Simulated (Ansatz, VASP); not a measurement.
# One calculation of InP, two programs

```
In P
1.0
     0.00000    2.93050    2.93050
     2.93050    0.00000    2.93050
     2.93050    2.93050    0.00000
In P
1 1
Direct
  0.00000 0.00000 0.00000
  0.75000 0.75000 0.75000
```

Alike in both runs: task single point; functional LDA; k mesh 6 × 6 × 6; occupations gaussian, width 0.1 eV; no spin polarisation.

|  | VASP | Ansatz |
| --- | --- | --- |
| version | VASP 6.6.1 | Ansatz 0.2.0 |
| potentials or method | VASP PAW LDA potentials, release 64 (In_d, P), cutoff 500 eV | scalar-relativistic, plane waves, PAW |
| valence electrons in the cell | 18 | 18 |

Ansatz gave:

- gap on the k mesh at the Fermi level (eV): 0.48
- least direct gap on the mesh (eV): 0.48
- pressure (GPa): -1.2

Task: Estimate VASP's values.

Result: gap on the k mesh at the Fermi level (eV): 0.51; least direct gap on the mesh (eV): 0.51; pressure (GPa): -1.2.

LDA's correlation is that of Perdew and Zunger in VASP and of Perdew and Wang (1992) in Ansatz.
